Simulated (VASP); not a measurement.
# Ti (P6_3/mmc) in VASP: notebook

The runs below take Ti through single point, with PBEsol.

Everything below comes from runs of VASP 6.6.1. Logs are shortened: lines on timing, memory, paths and dates and some standing lists are left out, and cuts for length are marked.

**1. The cell of the first run**

Symmetry: P6_3/mmc, No. 194, hexagonal system. Conventional cell: a = 2.989 Å, b = 2.989 Å, c = 4.742 Å, α = 90.00°, β = 90.00°, γ = 120.00°. Ti (site symmetry -6m2) has 12 Ti at 2.93 to 2.99 Å within 3.9 Å.

**2. Single point, PBEsol**

File INCAR:

```
SYSTEM = Ti
PREC     = Accurate       ! precision mode
ENCUT    = 520            ! plane-wave cutoff, eV
EDIFF    = 1E-6           ! SCF threshold, eV
ISMEAR   = -1             ! smearing method
SIGMA    = 0.15           ! smearing width, eV
LREAL    = .False.        ! projectors in reciprocal space
LASPH    = .True.         ! aspherical terms in the spheres
NELM     = 80             ! most SCF steps
ALGO     = Normal         ! electronic algorithm
ISIF     = 2              ! what is computed and relaxed
LWAVE    = .False.        ! write WAVECAR
LCHARG   = .False.        ! write CHGCAR
GGA      = PS             ! functional
NBANDS   = 19             ! bands
```

File KPOINTS:

```
regular mesh
0
Gamma
  11 11 6
  0 0 0
```

File POSCAR:

```
Ti
1.0
    2.9888202413      0.0000000000      0.0000000000
   -1.4944101206      2.5883943159      0.0000000000
    0.0000000000      0.0000000000      4.7415860099
Ti
2
Direct
    0.3333333333      0.6666666667      0.2500000000
    0.6666666667      0.3333333333      0.7500000000
```

Potentials or basis: VASP PAW PBE potentials, release 64 (Ti_sv).

Command:

```sh
$ cat potpaw_PBE.64/Ti_sv/POTCAR > POTCAR
$ mpirun -np 1 vasp_std > vasp.out
```

OUTCAR:

```text
SYSTEM = Ti
   PREC = Accurate
   ENCUT = 520
   EDIFF = 1E-6
   ISMEAR = -1
   LREAL = .False.
   LASPH = .True.
   NELM = 80
   ISIF = 2
   GGA = PS

 ion  position               nearest neighbor table
   1  0.333  0.667  0.250-
   2  0.667  0.333  0.750-

  LATTYP: Found a hexagonal cell.
 ALAT       =     2.9888202413
 C/A-ratio  =     1.5864406780

  Lattice vectors:

 A1 = (   2.9888202413,   0.0000000000,   0.0000000000)
 A2 = (  -1.4944101206,   2.5883943159,   0.0000000000)
 A3 = (   0.0000000000,   0.0000000000,   4.7415860099)

Analysis of symmetry for initial positions (statically):
=====================================================================
 Subroutine PRICEL returns:
 Original cell was already a primitive cell.

 Routine SETGRP: Setting up the symmetry group for a
 hexagonal supercell.

 Subroutine GETGRP returns: Found 24 space group operations
 (whereof 12 operations were pure point group operations)
 out of a pool of 24 trial point group operations.

The static configuration has the point symmetry D_3d.
 The point group associated with its full space group is D_6h.

Analysis of symmetry for dynamics (positions and initial velocities):
=====================================================================
 Subroutine PRICEL returns:
 Original cell was already a primitive cell.

 Routine SETGRP: Setting up the symmetry group for a
 hexagonal supercell.

 Subroutine GETGRP returns: Found 24 space group operations
 (whereof 12 operations were pure point group operations)
 out of a pool of 24 trial point group operations.

The dynamic configuration has the point symmetry D_3d.
 The point group associated with its full space group is D_6h.

 Subroutine INISYM returns: Found 24 space group operations
 (whereof 12 operations are pure point group operations),
 and found     1 'primitive' translations

----------------------------------------------------------------------------------------

                                     Primitive cell

  volume of cell :      36.6821

  direct lattice vectors                    reciprocal lattice vectors
     2.988820241  0.000000000  0.000000000     0.334580175  0.193169950  0.000000000
    -1.494410121  2.588394316  0.000000000     0.000000000  0.386339900  0.000000000
     0.000000000  0.000000000  4.741586010     0.000000000  0.000000000  0.210899897

  length of vectors
     2.988820241  2.988820293  4.741586010     0.386339906  0.386339900  0.210899897

  position of ions in fractional coordinates (direct lattice)
     0.333333333  0.666666667  0.250000000
     0.666666667  0.333333333  0.750000000

  ion indices of the primitive-cell ions
   primitive index   ion index
                 1           1
                 2           2

----------------------------------------------------------------------------------------

 KPOINTS: regular mesh

Automatic generation of k-mesh.
 Grid dimensions read from file:
 generate k-points for:   11   11    6

 Generating k-lattice:

  Cartesian coordinates                     Fractional coordinates (reciprocal lattice)
     0.030416380  0.017560905  0.000000000     0.090909091  0.000000000  0.000000000
     0.000000000  0.035121809  0.000000000     0.000000000  0.090909091  0.000000000
     0.000000000  0.000000000  0.035149983     0.000000000  0.000000000  0.166666667

  Length of vectors
     0.035121810  0.035121809  0.035149983

  Shift w.r.t. Gamma in fractional coordinates (k-lattice)
     0.000000000  0.000000000  0.000000000

 Subroutine IBZKPT returns following result:
 ===========================================

 Found     64 irreducible k-points:

 Following reciprocal coordinates:
            Coordinates               Weight
  0.000000  0.000000  0.000000      1.000000
  0.090909  0.000000  0.000000      6.000000
  0.181818 -0.000000  0.000000      6.000000
  0.272727 -0.000000  0.000000      6.000000
  0.363636  0.000000  0.000000      6.000000
  0.454545  0.000000  0.000000      6.000000
[... 16 lines left out ...]
  0.090909  0.090909  0.166667     12.000000
  0.181818  0.090909  0.166667     24.000000
 [... further k-points ...]
   k-points           NKPTS =     64   k-points in BZ     NKDIM =     64   number of bands    NBANDS=     19
   number of dos      NEDOS =    301   number of ions     NIONS =      2
   total plane-waves  NPLWV =  20736
   dimension x,y,z NGX =    24 NGY =   24 NGZ =   36
   dimension x,y,z NGXF=    48 NGYF=   48 NGZF=   72
   ions per type =               2
   NGX,Y,Z   is equivalent  to a cutoff of  13.35, 13.35, 12.62 a.u.
   NGXF,Y,Z  is equivalent  to a cutoff of  26.70, 26.70, 25.24 a.u.
 SYSTEM =  Ti
   PREC   = accura    normal or accurate (medium, high low for compatibility)
   ISTART =      0    job   : 0-new  1-cont  2-samecut
   ICHARG =      2    charge: 1-file 2-atom 10-const
   ISPIN  =      1    spin polarized calculation?
   LNONCOLLINEAR =      F non collinear calculations
   LSORBIT =      F    spin-orbit coupling
   LASPH  =      T    aspherical Exc in radial PAW
   ENCUT  =  520.0 eV  38.22 Ry    6.18 a.u.   5.56  5.56  8.82*2*pi/ulx,y,z
   NELM   =     80;   NELMIN=  2; NELMDL= -5     # of ELM steps
   EDIFF  = 0.1E-05   stopping-criterion for ELM
   LREAL  =      F    real-space projection
   EDIFFG = 0.1E-04   stopping-criterion for IOM
   NSW    =      0    number of steps for IOM
   IBRION =     -1    ionic relax: 0-MD 1-quasi-New 2-CG
   NFREE  =      0    steps in history (QN), initial steepest desc. (CG)
   ISIF   =      2    stress and relaxation
   ISYM   =      2    0-nonsym 1-usesym 2-fastsym
   POTIM  = 0.5000    time-step for ionic-motion
   TEBEG  =    0.0;   TEEND  =   0.0 temperature during run
   PSTRESS=    0.0 pullay stress
   NELECT =      24.0000    total number of electrons
   NUPDOWN=      -1.0000    fix difference up-down
   EMIN   =  10.00;   EMAX   =-10.00  energy-range for DOS
   EFERMI =   0.00;   METHOD = LEGACY
   ISMEAR =    -1;   SIGMA  =   0.15  broadening in eV -4-tet -1-fermi 0-gaus
   EFERMI_NEDOS =   21; number of points for ismear=-14 and -15
   IALGO  =     38    algorithm
   IMIX   =      4    mixing-type and parameters
     AMIX     =   0.40;   BMIX     =  1.00
     AMIX_MAG =   1.60;   BMIX_MAG =  1.00
  volume/ion in A,a.u.               =      18.34       123.77
  Fermi-wavevector in a.u.,A,eV,Ry     =   1.421218  2.685712 27.481862  2.019860
  Thomas-Fermi vector in A             =   2.542051
   LORBIT       =      0    0 simple, 1 ext, 2 COOP (PROOUT), +10 PAW based schemes
   GGA     = PS    functional components
   LHFCALC =     F    Hartree Fock is set to
   AEXX    =    0.0000 exact exchange contribution
   IVDW    =     0    specifies the selected vdW correction
   LEPSILON=     F    determine dielectric tensor
   LRPA    =     F    only Hartree local field effects (RPA)
 non-spin polarized calculation
  energy-cutoff  :      520.00
  volume of cell :       36.68
 maximum number of plane-waves:      1020
 NGX is ok and might be reduce to    24
   NGX = 11   NGY = 11   NGZ = 17

 number of electron      23.9999999 magnetization

 Free energy of the ion-electron system (eV)
  ---------------------------------------------------
  ext. energy  EPLUGINS =         0.00000000
  ---------------------------------------------------
  free energy    TOTEN  =       -16.66775596 eV

  energy without entropy =      -16.46103482  energy(sigma->0) =      -16.56439539

 E-fermi :   7.6062     XC(G=0): -11.3754

 val. band max:        7.5990531324   @ k =   0.3636   0.2727   0.3333
 cond. band min:       7.6160420313   @ k =   0.0909   0.0000   0.5000
 fundamental gap:      0.0169888989
 Fermi energy:         7.6062479450

 k-point     1 :       0.0000    0.0000    0.0000
  band No.  band energies     occupation
      1     -49.0529      2.00000
      2     -48.9418      2.00000
      3     -25.6747      2.00000
      4     -25.1427      2.00000
      5     -25.1427      2.00000
      6     -25.0738      2.00000
[... 11 lines left out ...]
     18       9.1938      0.00005
     19      10.6196      0.00000

 k-point     2 :       0.0909    0.0000    0.0000
  band No.  band energies     occupation
      1     -49.0463      2.00000
      2     -48.9392      2.00000
      3     -25.6593      2.00000
      4     -25.1740      2.00000
      5     -25.1531      2.00000
      6     -25.0893      2.00000
[... 11 lines left out ...]
     18       9.0774      0.00011
     19      10.6800      0.00000

 k-point     3 :       0.1818   -0.0000    0.0000
  band No.  band energies     occupation
      1     -49.0281      2.00000
      2     -48.9326      2.00000
      3     -25.6160      2.00000
      4     -25.2584      2.00000
      5     -25.1802      2.00000
      6     -25.1746      2.00000
[... 11 lines left out ...]
     18       9.3697      0.00002
     19      10.8001      0.00000

 k-point     4 :       0.2727   -0.0000    0.0000
  band No.  band energies     occupation
      1     -49.0030      2.00000
      2     -48.9252      2.00000
      3     -25.5523      2.00000
      4     -25.3703      2.00000
      5     -25.2824      2.00000
      6     -25.2141      2.00000
[... 11 lines left out ...]
     18       9.9163      0.00000
     19      10.9041      0.00000

 k-point     5 :       0.3636    0.0000    0.0000
  band No.  band energies     occupation
      1     -48.9774      2.00000
      2     -48.9207      2.00000
      3     -25.4808      2.00000
      4     -25.4739      2.00000
      5     -25.3780      2.00000
      6     -25.2442      2.00000
[... 11 lines left out ...]
     18      10.4971      0.00000
     19      10.9686      0.00000
[... 334 lines left out ...]
      2     -48.9245      2.00000
      3     -25.5393      2.00000
      4     -25.4255      2.00000
      5     -25.3750      2.00000
      6     -25.2352      2.00000
[... 11 lines left out ...]
     18      10.3995      0.00000
     19      10.8973      0.00000

 k-point    22 :       0.4545    0.0000    0.1667
  band No.  band energies     occupation
      1     -48.9571      2.00000
      2     -48.9232      2.00000
      3     -25.5714      2.00000
      4     -25.4712      2.00000
      5     -25.3661      2.00000
      6     -25.2522      2.00000
[... 11 lines left out ...]
     18      10.9752      0.00000
     19      11.2241      0.00000

 k-point    23 :       0.0909    0.0909    0.1667
  band No.  band energies     occupation
      1     -49.0273      2.00000
      2     -48.9413      2.00000
      3     -25.5996      2.00000
      4     -25.2150      2.00000
      5     -25.1978      2.00000
      6     -25.1585      2.00000
[... 11 lines left out ...]
     18       9.4376      0.00001
     19      10.7212      0.00000

 k-point    24 :       0.1818    0.0909    0.1667
  band No.  band energies     occupation
      1     -49.0066      2.00000
      2     -48.9333      2.00000
      3     -25.5602      2.00000
      4     -25.3034      2.00000
      5     -25.2786      2.00000
      6     -25.1948      2.00000
[... 11 lines left out ...]
     18       9.8177      0.00000
     19      10.7840      0.00000

 [... further k-points ...]

------------------------ aborting loop because EDIFF is reached ----------------------------------------

  FORCE on cell =-STRESS in cart. coord.  units (eV):
  Direction    XX          YY          ZZ          XY          YZ          ZX
  --------------------------------------------------------------------------------------
  -------------------------------------------------------------------------------------
  Total       -2.0403140     -2.0403141     -2.0903351     -0.0000000      0.0000000      0.0000000
  in kB      -89.1155995    -89.1156036    -91.3003896     -0.0000000      0.0000000      0.0000000
  external PRESSURE =     -89.8438643 kB  Pullay stress =       0.0000000 kB

 VOLUME and BASIS-vectors are now :
 -----------------------------------------------------------------------------
  energy-cutoff  :      520.00
  volume of cell :       36.68
      direct lattice vectors                 reciprocal lattice vectors
     2.988820241  0.000000000  0.000000000     0.334580175  0.193169950  0.000000000
    -1.494410121  2.588394316  0.000000000     0.000000000  0.386339900  0.000000000
     0.000000000  0.000000000  4.741586010     0.000000000  0.000000000  0.210899897

 POSITION                                       TOTAL-FORCE (eV/Angst)
 -----------------------------------------------------------------------------------
     -0.00000      1.72560      1.18540        -0.000000     -0.000000      0.000000
      1.49441      0.86280      3.55619         0.000000      0.000000      0.000000
 -----------------------------------------------------------------------------------
    total drift:                               -0.000000      0.000000     -0.000000

  FREE ENERGIE OF THE ION-ELECTRON SYSTEM (eV)
  ---------------------------------------------------
  free  energy   TOTEN  =       -16.6677559624 eV

  energy  without entropy=      -16.4610348220  energy(sigma->0) =      -16.56439539
```

Run time: 37 s. Hardware: 1 thread of Intel Xeon Platinum 8259CL at 2.50GHz (Skylake/Cascade Lake), shared host; peak memory 0.17 GiB.

What came out:

```
Free energy            : -16.6678 eV
Pressure               : -9.0 GPa
Band gap on the k mesh : zero (band 12 reaches 8.39 eV, above the bottom of band 13 at 7.40 eV)
```

Caveat: the PAW data sets were made with another functional, which shifts forces and pressure a little.

**3. Single point, PBEsol**

This run uses another cell than the first one, of 18.69 Å³/atom, 1.019 times its volume.

File INCAR:

```
SYSTEM = Ti
ALGO = Normal
EDIFF = 1E-6
ENCUT = 520
GGA = PS
ISIF = 2
ISMEAR = -1
LASPH = .True.
LCHARG = .False.
LREAL = .False.
LWAVE = .False.
NBANDS = 19
NELM = 100
PREC = Accurate
SIGMA = 0.15
```

File KPOINTS:

```
k-points
0
Gamma
  11 11 6
  0 0 0
```

File POSCAR:

```
Ti
1.0
    3.0078578261      0.0000000000      0.0000000000
   -1.5039289131      2.6048813484      0.0000000000
    0.0000000000      0.0000000000      4.7717880089
Ti
2
Direct
    0.3333333333      0.6666666667      0.2500000000
    0.6666666667      0.3333333333      0.7500000000
```

Potentials or basis: VASP PAW PBE potentials, release 64 (Ti_sv).

Command:

```sh
$ cat potpaw_PBE.64/Ti_sv/POTCAR > POTCAR
$ mpirun -np 1 vasp_std > vasp.out
```

Run time: 35 s. Hardware: 1 thread of Intel Xeon Platinum 8259CL at 2.50GHz (Skylake/Cascade Lake), shared host; peak memory 0.17 GiB.

Results (log left out):

- Free energy: -16.6250 eV
- Pressure: -10.5 GPa
- Band gap on the k mesh: zero (band 12 reaches 8.19 eV, above the bottom of band 13 at 7.21 eV)

Stress tensor (GPa, compression positive):
```
-10.41   0.00   0.00
  0.00 -10.41   0.00
  0.00   0.00 -10.64
```

Levels at points of the mesh, in eV from the Fermi level:
```csv
k point,band 8,band 9,band 10,band 11,band 12,band 13,band 14,band 15,band 16,band 17
"(0.00, 0.00, 0.00)",-32.71,-5.99,-2.47,0.64,0.78,0.78,0.88,1.22,1.22,1.55
"(0.00, 0.00, 0.50)",-32.75,-4.23,-4.23,0.14,0.14,0.69,0.69,0.69,0.69,2.61
```

Caveat: the PAW data sets were made with another functional, which shifts forces and pressure a little.
